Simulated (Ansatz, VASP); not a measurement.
**Two plane-wave programs on InP**

Contents of INCAR:

```
SYSTEM = InP
ALGO     = Normal         ! electronic algorithm
EDIFF    = 1E-6           ! SCF threshold, eV
ENCUT    = 520            ! plane-wave cutoff, eV
GGA      = PE             ! functional
ISIF     = 2              ! what is computed and relaxed
ISMEAR   = 0              ! smearing method
LASPH    = .TRUE.         ! aspherical terms in the spheres
LCHARG   = .FALSE.        ! write CHGCAR
LREAL    = .FALSE.        ! projectors in reciprocal space
LWAVE    = .FALSE.        ! write WAVECAR
NBANDS   = 16             ! bands
NELM     = 100            ! most SCF steps
PREC     = Accurate       ! precision mode
SIGMA    = 0.15           ! smearing width, eV
```

The input KPOINTS:

```
k-points
0
G
  18 18 18
  0 0 0
```

The input POSCAR:

```
InP
1.0
    0.0000000000      2.7286080084      2.6870556022
    2.7286080084      0.0000000000      2.6870556022
    2.7286080084      2.7286080084      0.0000000000
In P
1 1
Direct
    0.0000000000      0.0000000000      0.0000000000
    0.5000000000      0.5000000000      0.5000000000
```

Input for Ansatz:

```yaml
crystal:
  lattice:
    - [0.0, 2.7286080084, 2.6870556022]
    - [2.7286080084, 0.0, 2.6870556022]
    - [2.7286080084, 2.7286080084, 0.0]
  atoms:
    - { symbol: In, position: [0.0, 0.0, 0.0] }
    - { symbol: P, position: [0.5, 0.5, 0.5] }
basis:
  ecutwfc: 420
kpoints:
  mp_grid: { grid: [18, 18, 18] }
hamiltonian:
  xc: pbe
scf:
  occupations: { method: gaussian, width: 0.15 }
output:
  forces: true
  stress: true
  eigenvalues: true
```

Change from the starting cell: strain -0.015 along x and y, -0.030 along z, atoms carried along.

Alike in both runs: task single point; functional PBE; k mesh 18 × 18 × 18; occupations gaussian, width 0.15 eV; no spin polarisation.

|  | VASP | Ansatz |
| --- | --- | --- |
| version | VASP 6.6.1 | Ansatz 0.2.0 |
| potentials or method | VASP PAW PBE potentials, release 64 (In_d, P), cutoff 520 eV | scalar-relativistic, plane waves, PAW |
| valence electrons in the cell | 18 | 18 |

|  | VASP | Ansatz | Ansatz less VASP |
| --- | --- | --- | --- |
| gap on the k mesh at the Fermi level (eV) | none | none | - |
| pressure (GPa) | 5.2 | 5.2 | +0.04 |
| traceless stress, the component that is largest in VASP (GPa) | 1.51 | 1.51 | +0.007 |

A gap of «none» marks a metal or a gap that the smearing closes.
